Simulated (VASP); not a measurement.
A run of VASP 6.6.1:

Contents of INCAR:

```
SYSTEM = K
  PREC = Accurate
  ENCUT = 520
  EDIFF = 1E-6
  ISMEAR = -1
  SIGMA = 0.1
  LREAL = .False.
  LASPH = .True.
  NELM = 100
  ALGO = Normal
  ISIF = 2
  LWAVE = .False.
  LCHARG = .True.
  GGA = PE
  LELF = .True.
  LVHAR = .True.
  NBANDS = 10
```

File KPOINTS:

```
regular mesh
0
Gamma
  9 9 9
  0 0 0
```

The input POSCAR:

```
K
1.0
    0.0000000000      3.4625118254      3.4625118254
    3.4625118254      0.0000000000      3.4625118254
    3.4625118254      3.4625118254      0.0000000000
K
1
Direct
    0.0000000000      0.0000000000      0.0000000000
```

Potentials or basis: VASP PAW PBE potentials, release 64 (K_sv).

Launch:

```sh
$ cat potpaw_PBE.64/K_sv/POTCAR > POTCAR
$ mpirun -np 1 vasp_std > vasp.out
```

Hardware: 1 thread of Intel(R) Xeon(R) Platinum 8259CL CPU @ 2.50GHz (Skylake/Cascade Lake), with other jobs on the host.

**Question.** How long does it take, and how much memory?

**Answer.** Wall time 26 s on 1 thread of Intel(R) Xeon(R) Platinum 8259CL CPU @ 2.50GHz (Skylake/Cascade Lake), with other jobs on the host, peak memory 0.2 GiB. Counts: scf iterations 10, k points 35.
